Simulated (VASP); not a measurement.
# La (P6_3/mmc) in VASP: a series of runs

La is run at these levels: PBE, r2SCAN; tasks: electric field gradients.

Program: VASP 6.6.1. These are calculated values, not measurements. Logs are shortened: lines on timing, memory, paths and dates and some standing lists are left out, and cuts for length are marked.

## Step 1: The cell of the first run

It takes space group P6_3/mmc (No. 194, hexagonal). Conventional cell: a = 3.750 Å, b = 3.750 Å, c = 6.070 Å, α = 90.00°, β = 90.00°, γ = 120.00°. Within 4.9 Å of La (site symmetry -6m2) lie 12 La at 3.73 to 3.75 Å.

## Step 2: Electric field gradients, PBE

File INCAR:

```
SYSTEM = La
ALGO     = Normal         ! electronic algorithm
EDIFF    = 1E-8           ! SCF threshold, eV
ENCUT    = 520            ! plane-wave cutoff, eV
GGA      = PE             ! functional
ISIF     = 2              ! what is computed and relaxed
ISMEAR   = -1             ! smearing method
LASPH    = .True.         ! aspherical terms in the spheres
LCHARG   = .False.        ! write CHGCAR
LEFG     = .True.       
LREAL    = .False.        ! projectors in reciprocal space
LWAVE    = .False.        ! write WAVECAR
NBANDS   = 18             ! bands
NELM     = 80             ! most SCF steps
PREC     = Accurate       ! precision mode
SIGMA    = 0.05           ! smearing width, eV
```

File KPOINTS:

```
k-points
0
Gamma
  9 9 5
  0 0 0
```

File POSCAR:

```
La
1.0
    3.7500000000      0.0000000000      0.0000000000
   -1.8750000000      3.2475952642      0.0000000000
    0.0000000000      0.0000000000      6.0700000000
La
2
Direct
    0.3333333333      0.6666666667      0.2500000000
    0.6666666667      0.3333333333      0.7500000000
```

Potentials or basis: VASP PAW PBE potentials, release 64 (La).

Launch:

```bash
$ cat potpaw_PBE.64/La/POTCAR > POTCAR
$ mpirun -np 1 vasp_std > vasp.out
```

OUTCAR:

```text
SYSTEM = La
   EDIFF = 1E-8
   ENCUT = 520
   GGA = PE
   ISIF = 2
   ISMEAR = -1
   LASPH = .True.
   LREAL = .False.
   NELM = 80
   PREC = Accurate

 ion  position               nearest neighbor table
   1  0.333  0.667  0.250-
   2  0.667  0.333  0.750-

  LATTYP: Found a hexagonal cell.
 ALAT       =     3.7500000000
 C/A-ratio  =     1.6186666667

  Lattice vectors:

 A1 = (   3.7500000000,   0.0000000000,   0.0000000000)
 A2 = (  -1.8750000000,   3.2475952642,   0.0000000000)
 A3 = (   0.0000000000,   0.0000000000,   6.0700000000)

Analysis of symmetry for initial positions (statically):
=====================================================================
 Subroutine PRICEL returns:
 Original cell was already a primitive cell.

 Routine SETGRP: Setting up the symmetry group for a
 hexagonal supercell.

 Subroutine GETGRP returns: Found 24 space group operations
 (whereof 12 operations were pure point group operations)
 out of a pool of 24 trial point group operations.

The static configuration has the point symmetry D_3d.
 The point group associated with its full space group is D_6h.

Analysis of symmetry for dynamics (positions and initial velocities):
=====================================================================
 Subroutine PRICEL returns:
 Original cell was already a primitive cell.

 Routine SETGRP: Setting up the symmetry group for a
 hexagonal supercell.

 Subroutine GETGRP returns: Found 24 space group operations
 (whereof 12 operations were pure point group operations)
 out of a pool of 24 trial point group operations.

The dynamic configuration has the point symmetry D_3d.
 The point group associated with its full space group is D_6h.

 Subroutine INISYM returns: Found 24 space group operations
 (whereof 12 operations are pure point group operations),
 and found     1 'primitive' translations

----------------------------------------------------------------------------------------

                                     Primitive cell

  volume of cell :      73.9234

  direct lattice vectors                    reciprocal lattice vectors
[... 121 lines left out ...]
 maximum number of plane-waves:      2007
 NGX is ok and might be reduce to    28
   NGX = 13   NGY = 13   NGZ = 23

 number of electron      21.9999997 magnetization

 Free energy of the ion-electron system (eV)
  ---------------------------------------------------
  ext. energy  EPLUGINS =         0.00000000
  ---------------------------------------------------
  free energy    TOTEN  =        -9.72045957 eV

  energy without entropy =       -9.68550030  energy(sigma->0) =       -9.70297993

 E-fermi :   7.9257     XC(G=0):  -9.5806

 val. band max:        7.9148912007   @ k =   0.2222  -0.0000   0.2000
 cond. band min:       7.9503002890   @ k =   0.2222   0.1111   0.0000
 fundamental gap:      0.0354090883
 Fermi energy:         7.9256735446

 k-point     1 :       0.0000    0.0000    0.0000
  band No.  band energies     occupation
      1     -24.9519      2.00000
      2     -24.7458      2.00000
      3      -9.3462      2.00000
      4      -8.1337      2.00000
      5      -8.1337      2.00000
      6      -7.9469      2.00000
[... 481 lines left out ...]
      5      -8.9233      2.00000
      6      -8.5989      2.00000
[... 10 lines left out ...]
     17       9.6177      0.00000
     18       9.6177      0.00000

 [... further k-points ...]

------------------------ aborting loop because EDIFF is reached ----------------------------------------

  FORCE on cell =-STRESS in cart. coord.  units (eV):
  Direction    XX          YY          ZZ          XY          YZ          ZX
  --------------------------------------------------------------------------------------
  -------------------------------------------------------------------------------------
  Total        0.3094980      0.3094980      0.2728861      0.0000000     -0.0000000      0.0000000
  in kB        6.7078994      6.7078994      5.9143918      0.0000000     -0.0000000      0.0000000
  external PRESSURE =       6.4433969 kB  Pullay stress =       0.0000000 kB

 VOLUME and BASIS-vectors are now :
 -----------------------------------------------------------------------------
  energy-cutoff  :      520.00
  volume of cell :       73.92
      direct lattice vectors                 reciprocal lattice vectors
     3.750000000  0.000000000  0.000000000     0.266666667  0.153960072  0.000000000
    -1.875000000  3.247595264  0.000000000     0.000000000  0.307920144  0.000000000
     0.000000000  0.000000000  6.070000000     0.000000000  0.000000000  0.164744646

 POSITION                                       TOTAL-FORCE (eV/Angst)
 -----------------------------------------------------------------------------------
     -0.00000      2.16506      1.51750        -0.000000      0.000000      0.000000
      1.87500      1.08253      4.55250         0.000000      0.000000      0.000000
 -----------------------------------------------------------------------------------
    total drift:                                0.000000     -0.000000      0.000000

  FREE ENERGIE OF THE ION-ELECTRON SYSTEM (eV)
  ---------------------------------------------------
  free  energy   TOTEN  =        -9.7204595715 eV

  energy  without entropy=       -9.6855002953  energy(sigma->0) =       -9.70297993

 Electric field gradients (V/A^2)
---------------------------------------------------------------------
 ion       V_xx      V_yy      V_zz      V_xy      V_xz      V_yz
---------------------------------------------------------------------
   1      -7.253    -7.252    14.505     0.000    -0.000     0.000
   2      -7.253    -7.252    14.505     0.000     0.000    -0.000
---------------------------------------------------------------------

 Electric field gradients after diagonalization (V/A^2)
 (convention: |V_zz| > |V_xx| > |V_yy|)
----------------------------------------------------------------------
 ion       V_xx      V_yy      V_zz     asymmetry (V_yy - V_xx)/ V_zz
----------------------------------------------------------------------
   1      -7.253    -7.252    14.505       0.000
   2      -7.253    -7.252    14.505       0.000
----------------------------------------------------------------------

           NMR quadrupolar parameters

 Cq : quadrupolar parameter    Cq=e*Q*V_zz/h
 eta: asymmetry parameters     (V_yy - V_xx)/ V_zz
 Q  : nuclear electric quadrupole moment in mb (millibarn)
----------------------------------------------------------------------
 ion       Cq(MHz)       eta       Q (mb)
----------------------------------------------------------------------
   1       0.035       0.000       1.000
   2       0.035       0.000       1.000
----------------------------------------------------------------------
```

Run time: 44 s. Hardware: 1 thread of Intel Xeon 6975P-C (Granite Rapids), shared host; peak memory 0.21 GiB.

Results:

| Quantity | Value |
| --- | --- |
| Free energy | -9.7205 eV |
| Pressure | 0.6 GPa |
| Band gap on the k mesh | zero (bands 11 and 12 overlap by 1.33 eV) |
| Largest electric field gradient by atom | La +14.5 V/Å² |

Stress tensor (GPa, compression positive):
```
0.67 0.00 0.00
0.00 0.67 0.00
0.00 0.00 0.59
```

Electric field gradients, principal values (V/Å²):
```csv
atom,least,middle,greatest (by size)
1 La,-7.252,-7.253,14.505
2 La,-7.252,-7.253,14.505
```

Caveat: without QUAD_EFG the Cq values of the log hold for a quadrupole moment of 1 mb, not for the nuclei; spin-orbit coupling is left out, which moves the levels of the heavy elements.

## Step 3: Electric field gradients, r2SCAN

POSCAR is that of step 2.

File INCAR.step1:

```
PREC = Accurate ; ENCUT = 520
ISMEAR = -1 ; SIGMA = 0.05
LREAL = F ; LASPH = T
NELM = 80 ; NBANDS = 18
GGA = PE ; ALGO = Normal
EDIFF = 1E-4 ; LWAVE = T
LCHARG = F
```

File INCAR.step2:

```
PREC = Accurate ; ENCUT = 520
EDIFF = 1E-8 ; ISMEAR = -1
SIGMA = 0.05 ; LREAL = F
LASPH = T ; NELM = 80
ALGO = Normal ; ISIF = 2
LWAVE = F ; LCHARG = F
METAGGA = R2SCAN ; LMIXTAU = T
LEFG = T ; NBANDS = 18
ISTART = 1
```

File KPOINTS:

```
regular mesh
0
Gamma
  10 10 6
```

Potentials or basis: VASP PAW PBE potentials, release 64 (La).

Launch:

```bash
$ cat potpaw_PBE.64/La/POTCAR > POTCAR
$ cp INCAR.step1 INCAR
$ mpirun -np 1 vasp_std > vasp.out
$ cp INCAR.step2 INCAR
$ mpirun -np 1 vasp_std > vasp.out
```

OUTCAR:

```text
PREC = Accurate
   ENCUT = 520
   EDIFF = 1E-8
   ISMEAR = -1
   LREAL = F
   LASPH = T
   NELM = 80
   ISIF = 2
   METAGGA = R2SCAN
   ISTART = 1

 ion  position               nearest neighbor table
   1  0.333  0.667  0.250-
   2  0.667  0.333  0.750-

  LATTYP: Found a hexagonal cell.
 ALAT       =     3.7500000000
 C/A-ratio  =     1.6186666667

  Lattice vectors:

 A1 = (   3.7500000000,   0.0000000000,   0.0000000000)
 A2 = (  -1.8750000000,   3.2475952642,   0.0000000000)
 A3 = (   0.0000000000,   0.0000000000,   6.0700000000)

Analysis of symmetry for initial positions (statically):
=====================================================================
 Subroutine PRICEL returns:
 Original cell was already a primitive cell.

 Routine SETGRP: Setting up the symmetry group for a
[... 695 lines left out ...]
  energy-cutoff  :      520.00
  volume of cell :       73.92
      direct lattice vectors                 reciprocal lattice vectors
     3.750000000  0.000000000  0.000000000     0.266666667  0.153960072  0.000000000
    -1.875000000  3.247595264  0.000000000     0.000000000  0.307920144  0.000000000
     0.000000000  0.000000000  6.070000000     0.000000000  0.000000000  0.164744646

 POSITION                                       TOTAL-FORCE (eV/Angst)
 -----------------------------------------------------------------------------------
     -0.00000      2.16506      1.51750        -0.000000      0.000000      0.000000
      1.87500      1.08253      4.55250         0.000000     -0.000000      0.000000
 -----------------------------------------------------------------------------------
    total drift:                                0.000000     -0.000000      0.000000

  FREE ENERGIE OF THE ION-ELECTRON SYSTEM (eV)
  ---------------------------------------------------
  free  energy   TOTEN  =       -59.4357069471 eV

  energy  without entropy=      -59.4063245382  energy(sigma->0) =      -59.42101574

 Electric field gradients (V/A^2)
---------------------------------------------------------------------
 ion       V_xx      V_yy      V_zz      V_xy      V_xz      V_yz
---------------------------------------------------------------------
   1      -5.588    -5.587    11.175     0.000    -0.000     0.000
   2      -5.588    -5.587    11.175     0.000     0.000    -0.000
---------------------------------------------------------------------

 Electric field gradients after diagonalization (V/A^2)
 (convention: |V_zz| > |V_xx| > |V_yy|)
----------------------------------------------------------------------
 ion       V_xx      V_yy      V_zz     asymmetry (V_yy - V_xx)/ V_zz
----------------------------------------------------------------------
   1      -5.588    -5.587    11.175       0.000
   2      -5.588    -5.587    11.175       0.000
----------------------------------------------------------------------

           NMR quadrupolar parameters

 Cq : quadrupolar parameter    Cq=e*Q*V_zz/h
 eta: asymmetry parameters     (V_yy - V_xx)/ V_zz
 Q  : nuclear electric quadrupole moment in mb (millibarn)
----------------------------------------------------------------------
 ion       Cq(MHz)       eta       Q (mb)
----------------------------------------------------------------------
   1       0.027       0.000       1.000
   2       0.027       0.000       1.000
----------------------------------------------------------------------
```

OSZICAR.step1:

```text
N       E                     dE             d eps       ncg     rms          rms(c)
DAV:   1     0.252133686647E+03    0.25213E+03   -0.81473E+03  2032   0.170E+03
DAV:   2     0.274254978950E+02   -0.22471E+03   -0.22152E+03  2840   0.304E+02
DAV:   3    -0.615850296664E+01   -0.33584E+02   -0.32850E+02  3338   0.138E+02
DAV:   4    -0.942933636190E+01   -0.32708E+01   -0.32190E+01  4014   0.383E+01
DAV:   5    -0.968591650345E+01   -0.25658E+00   -0.25607E+00  3224   0.996E+00    0.337E+00
DAV:   6    -0.972439953461E+01   -0.38483E-01   -0.55391E-01  4024   0.511E+00    0.171E+00
DAV:   7    -0.972136162913E+01    0.30379E-02   -0.56370E-02  3352   0.183E+00    0.530E-01
DAV:   8    -0.972547461898E+01   -0.41130E-02   -0.23901E-02  3984   0.120E+00    0.210E-01
DAV:   9    -0.972521370537E+01    0.26091E-03   -0.44333E-04  3216   0.163E-01    0.225E-01
DAV:  10    -0.972833807093E+01   -0.31244E-02   -0.10292E-02  3528   0.712E-01    0.114E-01
DAV:  11    -0.972845323267E+01   -0.11516E-03   -0.74524E-04  4008   0.222E-01    0.913E-02
DAV:  12    -0.972844706519E+01    0.61675E-05   -0.33513E-05  2544   0.542E-02
   1 F= -.97284471E+01 E0= -.97126459E+01  d E =-.316024E-01
```

Run time: 3.7 min. Hardware: 1 thread of Intel Xeon 6975P-C (Granite Rapids), shared host; peak memory 0.24 GiB.

What came out:

```
Free energy                             : -59.4357 eV
Pressure                                : 0.6 GPa
Band gap on the k mesh                  : zero (bands 11 and 12 overlap by 1.69 eV)
Largest electric field gradient by atom : La +11.2 V/Å²
```

Levels at points of the mesh, in eV from the Fermi level:
```csv
k point,band 8,band 9,band 10,band 11,band 12,band 13,band 14,band 15
"(0.00, 0.00, 0.00)",-16.53,-3.31,-1.82,1.31,1.48,1.48,1.81,1.92
"(0.50, 0.00, 0.00)",-16.73,-1.70,-1.27,-1.17,1.26,1.39,1.46,1.76
"(0.00, 0.00, 0.50)",-16.66,-1.91,-1.91,0.64,0.64,1.53,1.53,1.53
"(0.50, 0.00, 0.50)",-16.91,-1.76,-1.76,-0.38,-0.38,1.80,1.80,2.06
```

Electric field gradients, principal values (V/Å²):
```
atom   least  middle  greatest (by size)
1 La  -5.587  -5.588              11.175
2 La  -5.587  -5.588              11.175
```

Caveat: without QUAD_EFG the Cq values of the log hold for a quadrupole moment of 1 mb, not for the nuclei; the PAW data sets were made with another functional, which shifts forces and pressure a little; spin-orbit coupling is left out, which moves the levels of the heavy elements.

The gap in the log of VASP goes by the Fermi energy; the results here count the filled bands.